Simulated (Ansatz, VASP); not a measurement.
## Two plane-wave programs on SiS2

POSCAR

```
SiS2
1.0
   -2.7433908125      4.8180676592      2.6108649309
    2.7433908125     -4.8180676592      2.6108649309
    2.7433908125      4.8180676592     -2.6108649309
Si S
2 4
Direct
    0.7500000000      0.7500000000      0.0000000000
    0.2500000000      0.2500000000      0.0000000000
    0.1206809273      0.2168550175      0.3375359448
    0.8793190727      0.7831449825      0.6624640552
    0.6206809273      0.2831449825      0.9038259097
    0.3793190727      0.7168550175      0.0961740903
```

The input INCAR.step1:

```
SYSTEM = SiS2
PREC = Accurate ; ENCUT = 550
ISMEAR = 0 ; SIGMA = 0.01
LREAL = .False. ; LASPH = .True.
NELM = 120 ; NBANDS = 25
GGA = PE ; ALGO = Normal
EDIFF = 1E-5 ; LWAVE = .True.
LCHARG = .False. ; GGA_COMPAT = .False.
```

File INCAR.step2:

```
SYSTEM = SiS2
PREC = Accurate ; ENCUT = 550
EDIFF = 1E-6 ; ISMEAR = 0
SIGMA = 0.01 ; LREAL = .False.
LASPH = .True. ; NELM = 120
ALGO = Normal ; ISIF = 2
LWAVE = .False. ; LCHARG = .False.
METAGGA = R2SCAN ; LMIXTAU = .True.
NBANDS = 25 ; ISTART = 1
GGA_COMPAT = .False.
```

File KPOINTS:

```
regular mesh
0
Gamma
  6 6 6
  0 0 0
```

Input for Ansatz:

```yaml
crystal:
  lattice:
    - [-2.7433908125, 4.8180676592, 2.6108649309]
    - [2.7433908125, -4.8180676592, 2.6108649309]
    - [2.7433908125, 4.8180676592, -2.6108649309]
  atoms:
    - { symbol: Si, position: [0.75, 0.75, 0.0] }
    - { symbol: Si, position: [0.25, 0.25, 0.0] }
    - { symbol: S, position: [0.1206809273, 0.2168550175, 0.3375359448] }
    - { symbol: S, position: [0.8793190727, 0.7831449825, 0.6624640552] }
    - { symbol: S, position: [0.6206809273, 0.2831449825, 0.9038259097] }
    - { symbol: S, position: [0.3793190727, 0.7168550175, 0.0961740903] }
kpoints:
  mp_grid: { grid: [6, 6, 6] }
  band_path:
    path:
      - [0.0, 0.0, 0.0]
      - [0.5, -0.5, 0.5]
      - [0.3310530906, -0.3310530906, 0.6689469094]
      - [-0.3310530906, 0.3310530906, 0.3310530906]
      - [0.3321356756, 0.3321356756, -0.3321356756]
      - [0.6678643244, -0.3321356756, 0.3321356756]
      - [0.0, 0.5, 0.0]
      - [0.25, 0.25, 0.25]
      - [0.5, 0.0, 0.0]
      - [0.286458, -0.286458, -0.286458]
      - [0.401042, 0.401042, -0.401042]
    npoints: 1
hamiltonian:
  xc: r2scan
scf:
  occupations: { method: fixed }
  n_extra_bands: 5
output:
  forces: true
  stress: true
  eigenvalues: true
```

Change from the starting cell: uniaxial_z strain -5.5%.

Alike in both runs: task single point; functional r2SCAN; k mesh 6 × 6 × 6; no spin polarisation.

|  | VASP | Ansatz |
| --- | --- | --- |
| version | VASP 6.6.1 | Ansatz 0.2.0 |
| potentials or method | VASP PAW PBE potentials, release 64 (Si, S) | plane waves, PAW |
| plane-wave cutoff (eV) | 550 | 500 |
| occupations | gaussian, width 0.01 eV | fixed |
| valence electrons in the cell | 32 | 32 |

VASP gave:

* gap on the k mesh at the Fermi level (eV): 3.11
* pressure (GPa): 3.1
* traceless stress, the component that is largest in VASP (GPa): 5.03
* rms of the force components (eV/Å): 0.055

Q: Estimate Ansatz's values.

A: gap on the k mesh at the Fermi level (eV): 3.09; pressure (GPa): 3.3; traceless stress, the component that is largest in VASP (GPa): 5.05; rms of the force components (eV/Å): 0.031.

VASP's potentials were made for PBE, not for r2SCAN. Atom by atom the forces differ by 0.025 eV/Å (rms over components).
